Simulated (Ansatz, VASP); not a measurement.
**Two plane-wave programs on Ru**

```xyz
6
Lattice="2.6908 0.0000 0.0000 1.3454 2.3303 0.0000 0.0000 0.0000 34.6193" Properties=species:S:1:pos:R:3 pbc="T T T"
Ru    2.6908    1.5535   12.0000
Ru    0.0000    0.0000   14.1239
Ru    2.6908    1.5535   16.2477
Ru    0.0000    0.0000   18.3716
Ru    2.6908    1.5535   20.4954
Ru    0.0000    0.0000   22.6193
```

Alike in both runs: task single point; functional PBEsol; k mesh 14 × 14 × 1; no spin polarisation.

|  | VASP | Ansatz |
| --- | --- | --- |
| version | VASP 6.6.1 | Ansatz 0.2.0 |
| potentials or method | VASP PAW PBE potentials, release 64 (Ru_pv) | plane-wave PAW, scalar-relativistic |
| plane-wave cutoff (eV) | 520 | 420 |
| occupations | methfessel-paxton of order 1, width 0.1 eV | cold, width 0.1 eV |
| valence electrons in the cell | 84 | 96 |

```tsv
	VASP	Ansatz	Ansatz less VASP
rms of the force components (eV/Å)	0.411	0.411	-0.0007
```

VASP's potentials were made for PBE, not for PBEsol. Atom by atom the forces differ by 0.003 eV/Å (rms over components). VASP's potentials hold 84 valence electrons a cell and Ansatz's 96, so a difference there can come from the potentials and not from the codes.
